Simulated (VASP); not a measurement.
# LaTe (F-43m) in VASP: further runs

Runs on LaTe. Level: LDA. Tasks: single point, relaxation of cell and atoms.

Program: VASP 6.6.1. These are calculated values, not measurements. Logs are shortened: lines on timing, memory, paths and dates and some standing lists are left out, and cuts for length are marked.

## 1. The cell of the first run

Symmetry: F-43m, No. 216, cubic system. Conventional cell: a = 7.074 Å, b = 7.074 Å, c = 7.074 Å, α = 90.00°, β = 90.00°, γ = 90.00°. La (site symmetry -43m) has 4 Te at 3.06 Å within 4.0 Å. Te (site symmetry -43m) has 4 La at 3.06 Å within 4.0 Å.

## 2. Single point, LDA

Input file INCAR:

```
SYSTEM = LaTe
PREC     = Accurate       ! precision mode
ENCUT    = 500            ! plane-wave cutoff, eV
EDIFF    = 1E-6           ! SCF threshold, eV
ISMEAR   = -1             ! smearing method
SIGMA    = 0.05           ! smearing width, eV
LREAL    = .False.        ! projectors in reciprocal space
LASPH    = .True.         ! aspherical terms in the spheres
NELM     = 200            ! most SCF steps
ALGO     = Normal         ! electronic algorithm
ISIF     = 2              ! what is computed and relaxed
LWAVE    = .False.        ! write WAVECAR
LCHARG   = .False.        ! write CHGCAR
GGA      = CA             ! functional
NBANDS   = 16             ! bands
GGA_COMPAT= .False.      
LMAXMIX  = 6              ! l up to which the mixer works
```

Input file KPOINTS:

```
regular mesh
0
Gamma
  6 6 6
  0 0 0
```

Input file POSCAR:

```
LaTe
1.0
    0.0000000000      3.5369631172      3.5369631172
    3.5369631172      0.0000000000      3.5369631172
    3.5369631172      3.5369631172      0.0000000000
La Te
1 1
Direct
    0.0000000000      0.0000000000      0.0000000000
    0.2500000000      0.2500000000      0.2500000000
```

Potentials or basis: VASP PAW LDA potentials, release 64 (La, Te).

Run with:

```bash
cat potpaw_LDA.64/La/POTCAR potpaw_LDA.64/Te/POTCAR > POTCAR
mpirun -np 1 vasp_std > vasp.out
```

OUTCAR:

```text
SYSTEM = LaTe
   PREC = Accurate
   ENCUT = 500
   EDIFF = 1E-6
   ISMEAR = -1
   LREAL = .False.
   LASPH = .True.
   NELM = 200
   ISIF = 2
   GGA = CA

 ion  position               nearest neighbor table
   1  0.000  0.000  0.000-   2 3.06   2 3.06   2 3.06   2 3.06
   2  0.250  0.250  0.250-   1 3.06   1 3.06   1 3.06   1 3.06

  LATTYP: Found a face centered cubic cell.
 ALAT       =     7.0739262344

  Lattice vectors:

 A1 = (   0.0000000000,   3.5369631172,   3.5369631172)
 A2 = (   3.5369631172,   0.0000000000,   3.5369631172)
 A3 = (   3.5369631172,   3.5369631172,   0.0000000000)

Analysis of symmetry for initial positions (statically):
=====================================================================
 Subroutine PRICEL returns:
 Original cell was already a primitive cell.

 Routine SETGRP: Setting up the symmetry group for a
 face centered cubic supercell.

 Subroutine GETGRP returns: Found 24 space group operations
 (whereof 24 operations were pure point group operations)
 out of a pool of 48 trial point group operations.

The static configuration has the point symmetry T_d .

Analysis of symmetry for dynamics (positions and initial velocities):
=====================================================================
 Subroutine PRICEL returns:
 Original cell was already a primitive cell.

 Routine SETGRP: Setting up the symmetry group for a
 face centered cubic supercell.

 Subroutine GETGRP returns: Found 24 space group operations
 (whereof 24 operations were pure point group operations)
 out of a pool of 48 trial point group operations.

The dynamic configuration has the point symmetry T_d .

 Subroutine INISYM returns: Found 24 space group operations
 (whereof 24 operations are pure point group operations),
 and found     1 'primitive' translations

----------------------------------------------------------------------------------------

                                     Primitive cell

  volume of cell :      88.4956

  direct lattice vectors                    reciprocal lattice vectors
     0.000000000  3.536963117  3.536963117    -0.141364211  0.141364211  0.141364211
     3.536963117  0.000000000  3.536963117     0.141364211 -0.141364211  0.141364211
     3.536963117  3.536963117  0.000000000     0.141364211  0.141364211 -0.141364211

  length of vectors
     5.002021210  5.002021210  5.002021210     0.244849996  0.244849996  0.244849996

  position of ions in fractional coordinates (direct lattice)
     0.000000000  0.000000000  0.000000000
     0.250000000  0.250000000  0.250000000

  ion indices of the primitive-cell ions
   primitive index   ion index
                 1           1
                 2           2

----------------------------------------------------------------------------------------

 KPOINTS: regular mesh

Automatic generation of k-mesh.
 Grid dimensions read from file:
 generate k-points for:    6    6    6

 Generating k-lattice:

  Cartesian coordinates                     Fractional coordinates (reciprocal lattice)
    -0.023560702  0.023560702  0.023560702     0.166666667  0.000000000  0.000000000
     0.023560702 -0.023560702  0.023560702     0.000000000  0.166666667  0.000000000
     0.023560702  0.023560702 -0.023560702     0.000000000  0.000000000  0.166666667

  Length of vectors
     0.040808333  0.040808333  0.040808333

  Shift w.r.t. Gamma in fractional coordinates (k-lattice)
     0.000000000  0.000000000  0.000000000

 Subroutine IBZKPT returns following result:
 ===========================================

 Found     16 irreducible k-points:

 Following reciprocal coordinates:
            Coordinates               Weight
  0.000000  0.000000  0.000000      1.000000
  0.166667  0.000000  0.000000      8.000000
  0.333333  0.000000  0.000000      8.000000
  0.500000  0.000000  0.000000      4.000000
  0.166667  0.166667  0.000000      6.000000
  0.333333  0.166667  0.000000     24.000000
[... 8 lines left out ...]
 -0.333333  0.333333  0.166667     24.000000
 -0.333333  0.500000  0.166667     12.000000
   k-points           NKPTS =     16   k-points in BZ     NKDIM =     16   number of bands    NBANDS=     16
   number of dos      NEDOS =    301   number of ions     NIONS =      2
   total plane-waves  NPLWV =  46656
   dimension x,y,z NGX =    36 NGY =   36 NGZ =   36
   dimension x,y,z NGXF=    72 NGYF=   72 NGZF=   72
   ions per type =               1   1
   NGX,Y,Z   is equivalent  to a cutoff of  11.96, 11.96, 11.96 a.u.
   NGXF,Y,Z  is equivalent  to a cutoff of  23.93, 23.93, 23.93 a.u.
 SYSTEM =  LaTe
   PREC   = accura    normal or accurate (medium, high low for compatibility)
   ISTART =      0    job   : 0-new  1-cont  2-samecut
   ICHARG =      2    charge: 1-file 2-atom 10-const
   ISPIN  =      1    spin polarized calculation?
   LNONCOLLINEAR =      F non collinear calculations
   LSORBIT =      F    spin-orbit coupling
   LASPH  =      T    aspherical Exc in radial PAW
   ENCUT  =  500.0 eV  36.75 Ry    6.06 a.u.   9.12  9.12  9.12*2*pi/ulx,y,z
   NELM   =    200;   NELMIN=  2; NELMDL= -5     # of ELM steps
   EDIFF  = 0.1E-05   stopping-criterion for ELM
   LREAL  =      F    real-space projection
   EDIFFG = 0.1E-04   stopping-criterion for IOM
   NSW    =      0    number of steps for IOM
   IBRION =     -1    ionic relax: 0-MD 1-quasi-New 2-CG
   NFREE  =      0    steps in history (QN), initial steepest desc. (CG)
   ISIF   =      2    stress and relaxation
   ISYM   =      2    0-nonsym 1-usesym 2-fastsym
   POTIM  = 0.5000    time-step for ionic-motion
   TEBEG  =    0.0;   TEEND  =   0.0 temperature during run
   PSTRESS=    0.0 pullay stress
   NELECT =      17.0000    total number of electrons
   NUPDOWN=      -1.0000    fix difference up-down
   EMIN   =  10.00;   EMAX   =-10.00  energy-range for DOS
   EFERMI =   0.00;   METHOD = LEGACY
   ISMEAR =    -1;   SIGMA  =   0.05  broadening in eV -4-tet -1-fermi 0-gaus
   EFERMI_NEDOS =   21; number of points for ismear=-14 and -15
   IALGO  =     38    algorithm
   IMIX   =      4    mixing-type and parameters
     AMIX     =   0.40;   BMIX     =  1.00
     AMIX_MAG =   1.60;   BMIX_MAG =  1.00
  volume/ion in A,a.u.               =      44.25       298.60
  Fermi-wavevector in a.u.,A,eV,Ry     =   0.944606  1.785046 12.140208  0.892280
  Thomas-Fermi vector in A             =   2.072427
   LORBIT       =      0    0 simple, 1 ext, 2 COOP (PROOUT), +10 PAW based schemes
   GGA     = CA    functional components
   LHFCALC =     F    Hartree Fock is set to
   AEXX    =    0.0000 exact exchange contribution
   IVDW    =     0    specifies the selected vdW correction
   LEPSILON=     F    determine dielectric tensor
   LRPA    =     F    only Hartree local field effects (RPA)
 non-spin polarized calculation
  energy-cutoff  :      500.00
  volume of cell :       88.50
 maximum number of plane-waves:      2272
   NGX = 19   NGY = 19   NGZ = 19

 number of electron      16.9999997 magnetization

 Free energy of the ion-electron system (eV)
  ---------------------------------------------------
  ext. energy  EPLUGINS =         0.00000000
  ---------------------------------------------------
  free energy    TOTEN  =       -11.22861707 eV

  energy without entropy =      -11.21102055  energy(sigma->0) =      -11.21981881

 E-fermi :   5.4478     XC(G=0):  -8.4004

 val. band max:        5.3925549518   @ k =   0.5000   0.3333   0.1667
 cond. band min:       5.5048216412   @ k =   0.3333   0.1667   0.0000
 fundamental gap:      0.1122666894
 Fermi energy:         5.4478412218

 k-point     1 :       0.0000    0.0000    0.0000
  band No.  band energies     occupation
      1     -28.2243      2.00000
      2     -11.9663      2.00000
      3     -11.9663      2.00000
      4     -11.9663      2.00000
      5      -6.5396      2.00000
      6       1.7297      2.00000
[... 8 lines left out ...]
     15       6.3129      0.00000
     16       6.3129      0.00000

 k-point     2 :       0.1667    0.0000    0.0000
  band No.  band energies     occupation
      1     -28.2222      2.00000
      2     -12.0309      2.00000
      3     -11.9727      2.00000
      4     -11.9727      2.00000
      5      -6.4215      2.00000
      6       1.5925      2.00000
[... 8 lines left out ...]
     15       6.3143      0.00000
     16       6.4222      0.00000

 k-point     3 :       0.3333    0.0000    0.0000
  band No.  band energies     occupation
      1     -28.2180      2.00000
      2     -12.1533      2.00000
      3     -11.9853      2.00000
      4     -11.9853      2.00000
      5      -6.1978      2.00000
      6       1.5367      2.00000
[... 8 lines left out ...]
     15       6.3172      0.00000
     16       6.5598      0.00000

 k-point     4 :       0.5000    0.0000    0.0000
  band No.  band energies     occupation
      1     -28.2159      2.00000
      2     -12.2114      2.00000
      3     -11.9916      2.00000
      4     -11.9916      2.00000
      5      -6.0923      2.00000
      6       1.6120      2.00000
[... 8 lines left out ...]
     15       6.3186      0.00000
     16       6.7618      0.00000
[... 172 lines left out ...]
 k-point    14 :       0.5000    0.3333    0.1667
  band No.  band energies     occupation
      1     -28.2152      2.00000
      2     -12.1841      2.00000
      3     -12.0318      2.00000
      4     -12.0053      2.00000
      5      -6.0456      2.00000
      6       1.4355      2.00000
[... 8 lines left out ...]
     15       6.3615      0.00000
     16       6.3868      0.00000

 k-point    15 :      -0.3333    0.3333    0.1667
  band No.  band energies     occupation
      1     -28.2138      2.00000
      2     -12.2074      2.00000
      3     -12.0471      2.00000
      4     -12.0141      2.00000
      5      -5.9732      2.00000
      6       1.7082      2.00000
[... 8 lines left out ...]
     15       6.3576      0.00000
     16       6.4362      0.00000

 k-point    16 :      -0.3333    0.5000    0.1667
  band No.  band energies     occupation
      1     -28.2131      2.00000
      2     -12.2195      2.00000
      3     -12.0443      2.00000
      4     -12.0280      2.00000
      5      -5.9362      2.00000
      6       1.4003      2.00000
[... 8 lines left out ...]
     15       6.3593      0.00000
     16       6.3935      0.00000

------------------------ aborting loop because EDIFF is reached ----------------------------------------

  FORCE on cell =-STRESS in cart. coord.  units (eV):
  Direction    XX          YY          ZZ          XY          YZ          ZX
  --------------------------------------------------------------------------------------
  -------------------------------------------------------------------------------------
  Total       -0.0091042     -0.0091042     -0.0091042      0.0000000      0.0000000      0.0000000
  in kB       -0.1648279     -0.1648279     -0.1648279      0.0000000      0.0000000      0.0000000
  external PRESSURE =      -0.1648279 kB  Pullay stress =       0.0000000 kB

 VOLUME and BASIS-vectors are now :
 -----------------------------------------------------------------------------
  energy-cutoff  :      500.00
  volume of cell :       88.50
      direct lattice vectors                 reciprocal lattice vectors
     0.000000000  3.536963117  3.536963117    -0.141364211  0.141364211  0.141364211
     3.536963117  0.000000000  3.536963117     0.141364211 -0.141364211  0.141364211
     3.536963117  3.536963117  0.000000000     0.141364211  0.141364211 -0.141364211

 POSITION                                       TOTAL-FORCE (eV/Angst)
 -----------------------------------------------------------------------------------
      0.00000      0.00000      0.00000         0.000000     -0.000000      0.000000
      1.76848      1.76848      1.76848        -0.000000      0.000000     -0.000000
 -----------------------------------------------------------------------------------
    total drift:                                0.000000      0.000000      0.000000

  FREE ENERGIE OF THE ION-ELECTRON SYSTEM (eV)
  ---------------------------------------------------
  free  energy   TOTEN  =       -11.2286170743 eV

  energy  without entropy=      -11.2110205496  energy(sigma->0) =      -11.21981881
```

Wall time 24 s (1 thread of Intel Xeon Platinum 8488C (Sapphire Rapids), shared host); peak memory 0.18 GiB.

What came out:

| Item | Value |
| --- | --- |
| Free energy | -11.2286 eV |
| Pressure | 0.0 GPa |
| Band gap on the k mesh | zero (an odd number of electrons rules out a gap without spin polarisation) |

Caveat: spin-orbit coupling is left out, which moves the levels of the heavy elements.

## 3. Relaxation of cell and atoms, LDA

This run uses another cell than the first one, of 40.71 Å³/atom.

Input file INCAR:

```
  PREC = Accurate
  ENCUT = 500
  EDIFF = 1E-7
  ISMEAR = -1
  SIGMA = 0.05
  LREAL = False
  LASPH = True
  NELM = 200
  ALGO = Normal
  ISIF = 3
  LWAVE = False
  LCHARG = False
  GGA = CA
  IBRION = 2
  NSW = 80
  EDIFFG = -0.03
  GGA_COMPAT = False
  NELMIN = 4
  LMAXMIX = 6
```

Input file KPOINTS:

```
regular mesh
0
Gamma
  6 6 6
```

Input file POSCAR:

```
LaTe
1.0
    0.0000000000      3.4400000000      3.4400000000
    3.4400000000      0.0000000000      3.4400000000
    3.4400000000      3.4400000000      0.0000000000
La Te
1 1
Direct
    0.0000000000      0.0000000000      0.0000000000
    0.2500000000      0.2500000000      0.2500000000
```

Potentials or basis: VASP PAW LDA potentials, release 64 (La, Te).

Run with:

```bash
cat potpaw_LDA.64/La/POTCAR potpaw_LDA.64/Te/POTCAR > POTCAR
mpirun -np 1 vasp_std > vasp.out
```

Wall time 45 s (1 thread of Intel Xeon Platinum 8488C (Sapphire Rapids), shared host); peak memory 0.18 GiB.

Results (log left out):

| Item | Value |
| --- | --- |
| Free energy | -11.2282 eV |
| Relaxed volume | 44.26 Å³/atom |
| Relaxed cell | a = 5.002 Å, b = 5.002 Å, c = 5.002 Å, α = 60.00°, β = 60.00°, γ = 60.00° |
| Space group after relaxing (to 0.1 Å) | F-43m (No. 216) |
| Energy gained by relaxing | 39.9 meV/atom |
| Ionic steps | 3 |
| Pressure after relaxing | 0.0 GPa |
| Band gap on the k mesh | zero (an odd number of electrons rules out a gap without spin polarisation) |

The path:
| step | energy change (eV) | largest force (eV/Å) | pressure (GPa) | volume (Å³) |
| --- | --- | --- | --- | --- |
| 1 | 0.0000 | 0.0000 | 3.88 | 81.42 |
| 2 | -0.0476 | 0.0000 | -1.92 | 93.60 |
| 3 | -0.0797 | 0.0000 | 0.00 | 88.52 |

Final structure:
```
La Te
1.0
     0.00000    3.53728    3.53728
     3.53728    0.00000    3.53728
     3.53728    3.53728    0.00000
La Te
1 1
Direct
  0.00000 0.00000 0.00000
  0.25000 0.25000 0.25000
```

Levels at points of the mesh, in eV from the Fermi level:
| k point | band 4 | band 5 | band 6 | band 7 | band 8 | band 9 | band 10 | band 11 | band 12 |
| --- | --- | --- | --- | --- | --- | --- | --- | --- | --- |
| (0.00, 0.00, 0.00) | -17.42 | -11.99 | -3.72 | -3.72 | -3.72 | -0.27 | 0.76 | 0.76 | 0.76 |
| (0.50, 0.00, 0.00) | -17.44 | -11.54 | -3.84 | -3.40 | -3.40 | 0.44 | 0.57 | 0.61 | 0.61 |
| (0.50, 0.50, 0.00) | -17.48 | -11.39 | -4.36 | -2.87 | -2.87 | -0.35 | 0.46 | 0.69 | 0.72 |

Caveat: spin-orbit coupling is left out, which moves the levels of the heavy elements.
